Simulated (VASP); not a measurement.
Set up this calculation in VASP 6.6.1, as the native input.

```yaml
Task: single point
Functional: PBE
Potentials_or_basis: VASP PAW PBE potentials, release 64 (Sb, S)
Cutoff: 520 eV
k_mesh: 4 × 4 × 4
Occupations: gaussian, width 0.1 eV
Spin: no spin polarisation
Dipole_correction: no
Further_INCAR_settings: ALGO = Normal; EDIFF = 1e-07; NBANDS = 26
```

The structure of SbS2 lies in POSCAR:

```
SbS2
1.0
    5.9668100683      0.0000000000      0.0000000000
    0.0000000000      6.1484917851      0.0000000000
    0.0000000000      0.0000000000      4.0161221614
Sb S
2 4
Direct
    0.5000000000      0.5000000000      0.5000000000
    0.0000000000      0.0000000000      0.0000000000
    0.2250000000      0.8250000000      0.5000000000
    0.7250000000      0.6750000000      0.0000000000
    0.7750000000      0.1750000000      0.5000000000
    0.2750000000      0.3250000000      0.0000000000
```

The input as run:

INCAR

```
  PREC = Accurate
  ENCUT = 520
  EDIFF = 1E-7
  ISMEAR = 0
  SIGMA = 0.1
  LREAL = F
  LASPH = T
  NELM = 80
  ALGO = Normal
  ISIF = 2
  LWAVE = F
  LCHARG = F
  GGA = PE
  NBANDS = 26
```

KPOINTS

```
regular mesh
0
Gamma
  4 4 4
```

Potentials or basis: VASP PAW PBE potentials, release 64 (Sb, S).

Launch:

```sh
$ cat potpaw_PBE.64/Sb/POTCAR potpaw_PBE.64/S/POTCAR > POTCAR
$ mpirun -np 1 vasp_std > vasp.out
```

It gave:

```json
{
 "Pressure": "1.1 GPa",
 "Largest force": "0.349 eV/Å",
 "Band gap on the k mesh": "zero (band 17 reaches 5.55 eV, above the bottom of band 18 at 4.15 eV)"
}
```

Caveat: the k points lie up to 0.39 Å⁻¹ apart; spin-orbit coupling is left out, which moves the levels of the heavy elements.

It took 62 s on 1 thread of Intel(R) Xeon(R) Platinum 8375C CPU @ 2.90GHz (Ice Lake) (shared host), peak memory 0.27 GiB.
